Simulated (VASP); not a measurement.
Set up this calculation in VASP 6.6.1, as the native input.

* Task: single point
* Functional: PBE
* Potentials or basis: VASP PAW PBE potentials, release 64 (Mo_sv, Se)
* Cutoff: 500 eV
* k mesh: 12 × 12 × 12
* Occupations: gaussian, width 0.1 eV
* Spin: collinear spin
* Starting moments: [2.73, 0.0, 0.0, 0.0] μB
* Dipole correction: no
* Further INCAR settings: ALGO = Normal; EDIFF = 1e-06; NBANDS = 28

The structure of MoSe3 lies in POSCAR:

```
MoSe3
1.0
    4.2674956546      0.0000000000      0.0000000000
    0.0000000000      4.2674956546      0.0000000000
    0.0000000000      0.0000000000      4.2674956546
Mo Se
1 3
Direct
    0.0000000000      0.0000000000      0.0000000000
    0.0000000000      0.5000000000      0.5000000000
    0.5000000000      0.0000000000      0.5000000000
    0.5000000000      0.5000000000      0.0000000000
```

One way to write it, as run:

INCAR

```
SYSTEM = MoSe3
  ALGO = Normal
  EDIFF = 1E-6
  ENCUT = 500
  GGA = PE
  GGA_COMPAT = .FALSE.
  ISIF = 2
  ISMEAR = 0
  ISPIN = 2
  LASPH = .TRUE.
  LCHARG = .FALSE.
  LMAXMIX = 4
  LORBIT = 11
  LREAL = .FALSE.
  LWAVE = .FALSE.
  MAGMOM = 2.73 0 0 0
  NBANDS = 28
  NELM = 200
  PREC = Accurate
  SIGMA = 0.1
```

KPOINTS

```
k-points
0
G
  12 12 12
  0 0 0
```

Potentials or basis: VASP PAW PBE potentials, release 64 (Mo_sv, Se).

Launch:

```sh
$ cat potpaw_PBE.64/Mo_sv/POTCAR potpaw_PBE.64/Se/POTCAR > POTCAR
$ mpirun -np 1 vasp_std > vasp.out
```

It gave:

```
Pressure                                              : 0.1 GPa
Net moment                                            : 2.38 μB per cell
Site moments                                          : Mo +2.33; Se -0.09 μB
Valence electrons inside the program's atomic spheres : Mo 12.06; Se 3.71
```

Wall time 92 s on 1 thread of Intel(R) Xeon(R) 6975P-C (Granite Rapids) (shared host), peak memory 0.37 GiB.
